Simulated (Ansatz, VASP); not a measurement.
# Pb in VASP and in Ansatz

```xyz
1
Lattice="0.0000 2.4669 2.4669 2.4669 0.0000 2.4669 2.4669 2.4669 0.0000" Properties=species:S:1:pos:R:3 pbc="T T T"
Pb    0.0000    0.0000    0.0000
```

Alike in both runs: functional PBEsol; k mesh 14 × 14 × 14; occupations gaussian, width 0.1 eV; no spin polarisation.

Ansatz relaxed the structure, and its values are those at the end. VASP's run is a single point on that final structure, the one shown.

|  | VASP | Ansatz |
| --- | --- | --- |
| version | VASP 6.6.1 | Ansatz 0.2.0 |
| potentials or method | VASP PAW PBE potentials, release 64 (Pb_d), cutoff 520 eV | scalar-relativistic, plane waves, PAW |
| valence electrons in the cell | 14 | 14 |

```tsv
	VASP	Ansatz	Ansatz less VASP
gap on the k mesh at the Fermi level (eV)	none	none	-
pressure (GPa)	0.0	0.0	+0.08
```

VASP's potentials were made for PBE, not for PBEsol. A gap of «none» marks a metal or a gap that the smearing closes. With one functional, cell and mesh, what is left measures potentials, basis and numerics.

Spin-orbit coupling is off throughout.
